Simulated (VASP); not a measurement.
Wanted: the native input for a VASP 6.6.1 run.

| Item | Value |
| --- | --- |
| Task | single point |
| Functional | PBEsol |
| Potentials or basis | VASP PAW PBE potentials, release 64 (Li_sv, F) |
| Cutoff | 750 eV |
| k mesh | 10 × 10 × 10 |
| Occupations | gaussian, width 0.02 eV |
| Spin | no spin polarisation |
| Dipole correction | no |
| Further INCAR settings | ALGO = Normal; EDIFF = 1e-06; NBANDS = 12 |

The structure of LiF lies in POSCAR:

```
LiF
1.0
    0.0000000000      2.0032854698      2.0032854698
    2.0032854698      0.0000000000      2.0032854698
    2.0032854698      2.0032854698      0.0000000000
Li F
1 1
Direct
    0.0000000000      0.0000000000      0.0000000000
    0.5000000000      0.5000000000      0.5000000000
```

These files were run (other wordings do the same):

INCAR

```
PREC = Accurate
ENCUT = 750
EDIFF = 1E-6
ISMEAR = 0
SIGMA = 0.02
LREAL = F
LASPH = T
NELM = 120
ALGO = Normal
ISIF = 2
LWAVE = F
LCHARG = F
GGA = PS
NBANDS = 12
GGA_COMPAT = F
```

KPOINTS

```
regular mesh
0
Gamma
  10 10 10
```

Potentials or basis: VASP PAW PBE potentials, release 64 (Li_sv, F).

Run with:

```sh
$ cat potpaw_PBE.64/Li_sv/POTCAR potpaw_PBE.64/F/POTCAR > POTCAR
$ mpirun -np 1 vasp_std > vasp.out
```

It gave:

```
Pressure               : -0.3 GPa
Band gap on the k mesh : 9.05 eV
```

Caveat: the PAW data sets were made with another functional, which shifts forces and pressure a little.

It took 11 s on 1 thread of Intel(R) Xeon(R) Platinum 8488C (Sapphire Rapids), on a shared host, peak memory 0.15 GiB.
